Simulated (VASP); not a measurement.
# PbS (Pnma) in VASP: a series of runs

PbS is run at these levels: r2SCAN+rVV10, PBE, LDA; tasks: single point.

All numbers are computed with VASP 6.6.1; they aren't measurements. Logs are shortened: lines on timing, memory, paths and dates and some standing lists are left out, and cuts for length are marked.

## (1) The cell of the first run

The typed cell holds 8 atoms: a = 8.397 Å, b = 4.199 Å, c = 5.955 Å, α = 90.00°, β = 90.00°, γ = 90.00°.

## (2) Single point, r2SCAN+rVV10

The input, POSCAR:

```
PbS
1.0
    8.3969062019      0.0000000000      0.0000000000
    0.0000000000      4.1985378032      0.0000000000
    0.0000000000      0.0000000000      5.9549033781
Pb S
4 4
Direct
    0.1248374606      0.7500000000      0.7501601666
    0.6248374606      0.7500000000      0.7498398334
    0.8751625394      0.2500000000      0.2498398334
    0.3751625394      0.2500000000      0.2501601666
    0.8753330558      0.2500000000      0.7502173291
    0.3753330558      0.2500000000      0.7497826709
    0.1246669442      0.7500000000      0.2497826709
    0.6246669442      0.7500000000      0.2502173291
```

The input, INCAR.step1:

```
PREC = Accurate ; ENCUT = 520
ISMEAR = -1 ; SIGMA = 0.02
LREAL = False ; LASPH = True
NELM = 80 ; NBANDS = 50
GGA = PE ; ALGO = Normal
EDIFF = 1E-4 ; LWAVE = True
LCHARG = False
```

The input, INCAR.step2:

```
PREC = Accurate ; ENCUT = 520
EDIFF = 1E-6 ; ISMEAR = -1
SIGMA = 0.02 ; LREAL = False
LASPH = True ; NELM = 80
ALGO = Normal ; ISIF = 2
LWAVE = False ; LCHARG = False
METAGGA = R2SCAN ; LMIXTAU = True
LUSE_VDW = True ; IVDW_NL = 2
BPARAM = 11.95 ; CPARAM = 0.0093
NBANDS = 50 ; ISTART = 1
```

The input, KPOINTS:

```
regular mesh
0
Gamma
  4 6 4
```

Potentials or basis: VASP PAW PBE potentials, release 64 (Pb_d, S).

Run with:

```
> cat potpaw_PBE.64/Pb_d/POTCAR potpaw_PBE.64/S/POTCAR > POTCAR
> cp INCAR.step1 INCAR
> mpirun -np 1 vasp_std > vasp.out
> cp INCAR.step2 INCAR
> mpirun -np 1 vasp_std > vasp.out
```

OUTCAR:

```text
PREC = Accurate
   ENCUT = 520
   EDIFF = 1E-6
   ISMEAR = -1
   LREAL = False
   LASPH = True
   NELM = 80
   ISIF = 2
   METAGGA = R2SCAN
   IVDW_NL = 2
   BPARAM = 11.95
   ISTART = 1

 ion  position               nearest neighbor table
   1  0.125  0.750  0.750-   5 2.97   5 2.97   6 2.97   6 2.97   7 2.98   7 2.98
   2  0.625  0.750  0.750-   6 2.97   6 2.97   5 2.97   5 2.97   8 2.98   8 2.98
   3  0.875  0.250  0.250-   7 2.97   7 2.97   8 2.97   8 2.97   5 2.98   5 2.98
   4  0.375  0.250  0.250-   8 2.97   8 2.97   7 2.97   7 2.97   6 2.98   6 2.98
   5  0.875  0.250  0.750-   1 2.97   1 2.97   2 2.97   2 2.97   3 2.98   3 2.98
   6  0.375  0.250  0.750-   2 2.97   2 2.97   1 2.97   1 2.97   4 2.98   4 2.98
   7  0.125  0.750  0.250-   3 2.97   3 2.97   4 2.97   4 2.97   1 2.98   1 2.98
   8  0.625  0.750  0.250-   4 2.97   4 2.97   3 2.97   3 2.97   2 2.98   2 2.98

  LATTYP: Found a simple orthorhombic cell.
 ALAT       =     4.1985378032
 B/A-ratio  =     1.4183279173
 C/A-ratio  =     1.9999596515

  Lattice vectors:

 A1 = (   0.0000000000,   4.1985378032,   0.0000000000)
 A2 = (   0.0000000000,   0.0000000000,   5.9549033781)
 A3 = (   8.3969062019,   0.0000000000,   0.0000000000)

Analysis of symmetry for initial positions (statically):
=====================================================================
 Subroutine PRICEL returns:
 Original cell was already a primitive cell.

 Routine SETGRP: Setting up the symmetry group for a
 simple orthorhombic supercell.

 Subroutine GETGRP returns: Found  8 space group operations
 (whereof  2 operations were pure point group operations)
 out of a pool of  8 trial point group operations.

The static configuration has the point symmetry S_2 .
 The point group associated with its full space group is D_2h.

Analysis of symmetry for dynamics (positions and initial velocities):
=====================================================================
 Subroutine PRICEL returns:
 Original cell was already a primitive cell.

 Routine SETGRP: Setting up the symmetry group for a
 simple orthorhombic supercell.

 Subroutine GETGRP returns: Found  8 space group operations
 (whereof  2 operations were pure point group operations)
 out of a pool of  8 trial point group operations.

The dynamic configuration has the point symmetry S_2 .
 The point group associated with its full space group is D_2h.

 Subroutine INISYM returns: Found  8 space group operations
[... 115 lines left out ...]
   ISIF   =      2    stress and relaxation
   ISYM   =      2    0-nonsym 1-usesym 2-fastsym
   POTIM  = 0.5000    time-step for ionic-motion
   TEBEG  =    0.0;   TEEND  =   0.0 temperature during run
   PSTRESS=    0.0 pullay stress
   NELECT =      80.0000    total number of electrons
   NUPDOWN=      -1.0000    fix difference up-down
   EMIN   =  10.00;   EMAX   =-10.00  energy-range for DOS
   EFERMI =   0.00;   METHOD = LEGACY
   ISMEAR =    -1;   SIGMA  =   0.02  broadening in eV -4-tet -1-fermi 0-gaus
   EFERMI_NEDOS =   21; number of points for ismear=-14 and -15
   IALGO  =     38    algorithm
   IMIX   =      4    mixing-type and parameters
     AMIX     =   0.40;   BMIX     =  1.00
     AMIX_MAG =   1.60;   BMIX_MAG =  1.00
  volume/ion in A,a.u.               =      26.24       177.09
  Fermi-wavevector in a.u.,A,eV,Ry     =   1.186882  2.242881 19.166369  1.408688
  Thomas-Fermi vector in A             =   2.323045
   LORBIT       =      0    0 simple, 1 ext, 2 COOP (PROOUT), +10 PAW based schemes
   METAGGA = R2SCAN    functional components
   LHFCALC =     F    Hartree Fock is set to
   AEXX    =    0.0000 exact exchange contribution
   IVDW_NL    =     2    kernel type
   BPARAM     =11.9500
   IVDW    =     0    specifies the selected vdW correction
   LEPSILON=     F    determine dielectric tensor
   LRPA    =     F    only Hartree local field effects (RPA)
 non-spin polarized calculation
  energy-cutoff  :      520.00
  volume of cell :      209.94
 maximum number of plane-waves:      5688
 NGX is ok and might be reduce to    64
   NGX = 31   NGY = 15   NGZ = 23

 number of electron      79.9999990 magnetization

 Free energy of the ion-electron system (eV)
  ---------------------------------------------------
  ext. energy  EPLUGINS =         0.00000000
  ---------------------------------------------------
  free energy    TOTEN  =      -260.40456388 eV

  energy without entropy =     -260.40456386  energy(sigma->0) =     -260.40456387

 E-fermi :   5.9106     XC(G=0): -10.2778

 val. band max:        5.6115842453   @ k =   0.0000   0.5000   0.5000
 cond. band min:       6.2097208104   @ k =   0.0000   0.5000   0.5000
 fundamental gap:      0.5981365652
 Fermi energy:         5.9105615069

 k-point     1 :       0.0000    0.0000    0.0000
  band No.  band energies     occupation
      1     -11.9561      2.00000
      2     -11.8396      2.00000
      3     -11.8385      2.00000
      4     -11.8236      2.00000
      5     -11.8024      2.00000
      6     -11.8023      2.00000
[... 1261 lines left out ...]
     49      10.2106      0.00000
     50      10.2106      0.00000

 [... further k-points ...]

------------------------ aborting loop because EDIFF is reached ----------------------------------------

  FORCE on cell =-STRESS in cart. coord.  units (eV):
  Direction    XX          YY          ZZ          XY          YZ          ZX
  --------------------------------------------------------------------------------------
  -------------------------------------------------------------------------------------
  Total        0.1406377      0.1404276      0.1335685      0.0000000     -0.0000000      0.0000000
  in kB        1.0732981      1.0716943      1.0193482      0.0000000     -0.0000000      0.0000000
  external PRESSURE =       1.0547802 kB  Pullay stress =       0.0000000 kB

 VOLUME and BASIS-vectors are now :
 -----------------------------------------------------------------------------
  energy-cutoff  :      520.00
  volume of cell :      209.94
      direct lattice vectors                 reciprocal lattice vectors
     8.396906202  0.000000000  0.000000000     0.119091482  0.000000000  0.000000000
     0.000000000  4.198537803  0.000000000     0.000000000  0.238178158  0.000000000
     0.000000000  0.000000000  5.954903378     0.000000000  0.000000000  0.167928837

 POSITION                                       TOTAL-FORCE (eV/Angst)
 -----------------------------------------------------------------------------------
      1.04825      3.14890      4.46713         0.002318      0.000000     -0.002097
      5.24670      3.14890      4.46522         0.002318     -0.000000      0.002097
      7.34866      1.04963      1.48777        -0.002318     -0.000000      0.002097
      3.15020      1.04963      1.48968        -0.002318     -0.000000     -0.002097
      7.35009      1.04963      4.46747        -0.002442     -0.000000     -0.002039
      3.15164      1.04963      4.46488        -0.002442      0.000000      0.002039
      1.04682      3.14890      1.48743         0.002442      0.000000      0.002039
      5.24527      3.14890      1.49002         0.002442     -0.000000     -0.002039
 -----------------------------------------------------------------------------------
    total drift:                               -0.000000      0.000000      0.000000

  FREE ENERGIE OF THE ION-ELECTRON SYSTEM (eV)
  ---------------------------------------------------
  free  energy   TOTEN  =      -260.4045638818 eV

  energy  without entropy=     -260.4045638648  energy(sigma->0) =     -260.40456387
```

OSZICAR.step1:

```text
N       E                     dE             d eps       ncg     rms          rms(c)
DAV:   1     0.946510152710E+03    0.94651E+03   -0.36433E+04  3600   0.173E+03
DAV:   2     0.101150064612E+03   -0.84536E+03   -0.81686E+03  3656   0.470E+02
DAV:   3    -0.275610705476E+02   -0.12871E+03   -0.12192E+03  4698   0.207E+02
DAV:   4    -0.365941741120E+02   -0.90331E+01   -0.88832E+01  4500   0.531E+01
DAV:   5    -0.369596009890E+02   -0.36543E+00   -0.36481E+00  4704   0.105E+01    0.935E+00
DAV:   6    -0.349679110637E+02    0.19917E+01   -0.43798E+00  4824   0.105E+01    0.605E+00
DAV:   7    -0.350057231777E+02   -0.37812E-01   -0.10801E+00  4722   0.327E+00    0.366E+00
DAV:   8    -0.350276240309E+02   -0.21901E-01   -0.15360E-01  4794   0.300E+00    0.135E+00
DAV:   9    -0.350143467238E+02    0.13277E-01   -0.34680E-02  4900   0.140E+00    0.304E-01
DAV:  10    -0.350153588227E+02   -0.10121E-02   -0.54550E-03  4562   0.320E-01    0.217E-01
DAV:  11    -0.350154454524E+02   -0.86630E-04   -0.34785E-04  3410   0.163E-01
   1 F= -.35015445E+02 E0= -.35015444E+02  d E =-.235429E-05
```

Wall time 33 min (1 thread of Intel Xeon Platinum 8375C at 2.90GHz (Ice Lake), shared host); peak memory 0.83 GiB.

Results:

| Quantity | Value |
| --- | --- |
| Free energy | -260.4046 eV |
| Pressure | 0.1 GPa |
| Largest force | 0.003 eV/Å |
| Band gap on the k mesh | 0.60 eV |

Forces in eV/Å, atoms in the order of the input:
```
Pb   0.002  0.000 -0.002
Pb   0.002  0.000  0.002
Pb  -0.002  0.000  0.002
Pb  -0.002  0.000 -0.002
S   -0.002  0.000 -0.002
S   -0.002  0.000  0.002
S    0.002  0.000  0.002
S    0.002  0.000 -0.002
```

Levels at points of the mesh, in eV from the valence-band top:
```tsv
k point	band 36	band 37	band 38	band 39	band 40	band 41	band 42	band 43	band 44	band 45
(0.00, 0.00, 0.00)	-2.29	-2.03	-2.01	-0.81	-0.81	1.67	1.67	2.65	2.67	4.11
(0.50, 0.00, 0.00)	-2.54	-2.00	-2.00	-1.26	-1.26	2.94	2.94	3.60	3.60	3.60
(0.00, 0.50, 0.00)	-3.57	-2.02	-2.02	-0.81	-0.81	1.67	1.67	2.66	2.66	4.10
(0.50, 0.50, 0.00)	-3.71	-2.30	-2.30	-2.30	-2.30	3.71	3.71	3.71	3.71	4.40
(0.00, 0.00, 0.50)	-1.91	-1.81	-1.81	0.00	0.00	0.60	0.60	2.17	2.17	2.19
(0.50, 0.00, 0.50)	-2.46	-1.13	-1.13	-1.13	-1.13	1.82	1.82	1.83	1.83	3.42
(0.00, 0.50, 0.50)	-1.91	-1.12	-1.12	0.00	0.00	0.60	0.60	2.17	2.17	2.19
(0.50, 0.50, 0.50)	-3.13	-1.07	-1.07	-1.07	-1.07	1.78	1.78	1.78	1.78	3.67
```

Caveat: the PAW data sets were made with another functional, which shifts forces and pressure a little; spin-orbit coupling is left out, which moves the levels of the heavy elements.

## (3) Single point, PBE

The input, INCAR:

```
SYSTEM = PbS
ALGO     = Normal         ! electronic algorithm
EDIFF    = 1E-7           ! SCF threshold, eV
ENCUT    = 520            ! plane-wave cutoff, eV
GGA      = PE             ! functional
ISIF     = 2              ! what is computed and relaxed
ISMEAR   = -1             ! smearing method
LASPH    = .True.         ! aspherical terms in the spheres
LCHARG   = .True.         ! write CHGCAR
LELF     = .True.         ! ELF
LREAL    = .False.        ! projectors in reciprocal space
LVHAR    = .True.       
LWAVE    = .False.        ! write WAVECAR
NBANDS   = 50             ! bands
NELM     = 80             ! most SCF steps
PREC     = Accurate       ! precision mode
SIGMA    = 0.02           ! smearing width, eV
```

The input, KPOINTS:

```
k-points
0
Gamma
  4 6 4
  0 0 0
```

POSCAR is that of step 2.

Potentials or basis: VASP PAW PBE potentials, release 64 (Pb_d, S).

Run with:

```
> cat potpaw_PBE.64/Pb_d/POTCAR potpaw_PBE.64/S/POTCAR > POTCAR
> mpirun -np 1 vasp_std > vasp.out
```

Run time: 6 min. Hardware: 1 thread of Oxide Virtual Turin-like, shared host; peak memory 0.43 GiB.

Results (log left out):

```yaml
Free_energy: -35.0154 eV
Pressure: 1.8 GPa
Largest_force: 0.004 eV/Å
Band_gap_on_the_k_mesh: 0.39 eV
```

Forces in eV/Å, atoms in the order of the input:
```
Pb   0.003  0.000 -0.002
Pb   0.003  0.000  0.002
Pb  -0.003  0.000  0.002
Pb  -0.003  0.000 -0.002
S   -0.003  0.000 -0.002
S   -0.003  0.000  0.002
S    0.003  0.000  0.002
S    0.003  0.000 -0.002
```

Levels at points of the mesh, in eV from the valence-band top:
```tsv
k point	band 37	band 38	band 39	band 40	band 41	band 42	band 43	band 44
(0.00, 0.00, 0.00)	-1.87	-1.86	-0.78	-0.77	1.45	1.45	2.44	2.46
(0.50, 0.00, 0.00)	-1.83	-1.83	-1.19	-1.19	2.69	2.69	3.34	3.34
(0.00, 0.50, 0.00)	-1.87	-1.87	-0.77	-0.77	1.44	1.44	2.45	2.45
(0.50, 0.50, 0.00)	-2.18	-2.18	-2.18	-2.18	3.43	3.43	3.43	3.43
(0.00, 0.00, 0.50)	-1.72	-1.72	0.00	0.00	0.39	0.39	1.97	1.97
(0.50, 0.00, 0.50)	-1.09	-1.09	-1.08	-1.08	1.61	1.61	1.61	1.61
(0.00, 0.50, 0.50)	-1.02	-1.02	0.00	0.00	0.39	0.39	1.97	1.97
(0.50, 0.50, 0.50)	-0.99	-0.99	-0.99	-0.99	1.56	1.56	1.56	1.56
```

Caveat: spin-orbit coupling is left out, which moves the levels of the heavy elements.

## (4) Single point, LDA

The input, INCAR:

```
SYSTEM = PbS
PREC     = Accurate       ! precision mode
ENCUT    = 520            ! plane-wave cutoff, eV
EDIFF    = 1E-7           ! SCF threshold, eV
ISMEAR   = 0              ! smearing method
SIGMA    = 0.01           ! smearing width, eV
LREAL    = .False.        ! projectors in reciprocal space
LASPH    = .True.         ! aspherical terms in the spheres
NELM     = 100            ! most SCF steps
ALGO     = Normal         ! electronic algorithm
ISIF     = 2              ! what is computed and relaxed
LWAVE    = .False.        ! write WAVECAR
LCHARG   = .False.        ! write CHGCAR
GGA      = CA             ! functional
NBANDS   = 50             ! bands
```

The input, KPOINTS:

```
Automatic mesh
0
Gamma
  4 6 4
  0 0 0
```

POSCAR is that of step 3.

Potentials or basis: VASP PAW LDA potentials, release 64 (Pb_d, S).

Run with:

```
> cat potpaw_LDA.64/Pb_d/POTCAR potpaw_LDA.64/S/POTCAR > POTCAR
> mpirun -np 1 vasp_std > vasp.out
```

Run time: 8.4 min. Hardware: 1 thread of Oxide Virtual Turin-like, shared host; peak memory 0.38 GiB.

It converged, with:

- Free energy: -39.8808 eV
- Pressure: -2.8 GPa
- Band gap on the k mesh: 0.23 eV

Forces on the atoms (eV/Å):
```
Pb   0.001  0.000 -0.001
Pb   0.001  0.000  0.001
Pb  -0.001  0.000  0.001
Pb  -0.001  0.000 -0.001
S   -0.002  0.000 -0.002
S   -0.002  0.000  0.002
S    0.002  0.000  0.002
S    0.002  0.000 -0.002
```

Stress tensor (GPa, compression positive):
```
-2.84  0.00  0.00
 0.00 -2.84  0.00
 0.00  0.00 -2.72
```

Levels at points of the mesh, in eV from the valence-band top:
```tsv
k point	band 36	band 37	band 38	band 39	band 40	band 41	band 42	band 43	band 44	band 45
(0.00, 0.00, 0.00)	-2.11	-1.85	-1.84	-0.80	-0.79	1.32	1.32	2.32	2.34	3.76
(0.50, 0.00, 0.00)	-2.48	-1.81	-1.81	-1.19	-1.19	2.56	2.56	3.23	3.23	3.23
(0.00, 0.50, 0.00)	-3.41	-1.85	-1.85	-0.80	-0.80	1.32	1.32	2.33	2.33	3.75
(0.50, 0.50, 0.00)	-3.55	-2.20	-2.20	-2.20	-2.20	3.31	3.31	3.31	3.31	4.03
(0.00, 0.00, 0.50)	-1.73	-1.72	-1.72	0.00	0.00	0.23	0.23	1.84	1.84	1.86
(0.50, 0.00, 0.50)	-2.32	-1.11	-1.11	-1.10	-1.10	1.48	1.48	1.49	1.49	3.08
(0.00, 0.50, 0.50)	-1.72	-1.01	-1.01	0.00	0.00	0.23	0.23	1.84	1.84	1.86
(0.50, 0.50, 0.50)	-3.01	-0.99	-0.99	-0.99	-0.99	1.42	1.42	1.42	1.42	3.32
```

Caveat: spin-orbit coupling is left out, which moves the levels of the heavy elements. A k mesh can miss the band edges.

## (5) Overview

```csv
level,potentials or basis,smearing,gap on the mesh (eV),pressure (GPa)
r2SCAN+rVV10,"VASP PAW PBE potentials, release 64 (Pb_d, S)",fermi-dirac 0.02 eV,0.60,0.1
PBE,"VASP PAW PBE potentials, release 64 (Pb_d, S)",fermi-dirac 0.02 eV,0.39,1.8
LDA,"VASP PAW LDA potentials, release 64 (Pb_d, S)",gaussian 0.01 eV,0.23,-2.8
```

Alike in all rows: task single point; no spin polarisation; cell as given; k mesh 4 × 6 × 4; cutoff (eV) 520.

Caveats: spin-orbit coupling is left out, which moves the levels of the heavy elements; the PAW data sets were made with another functional, which shifts forces and pressure a little (at least some runs).

Total energies depend on the potentials used, so only differences within one code and one set of settings carry meaning.
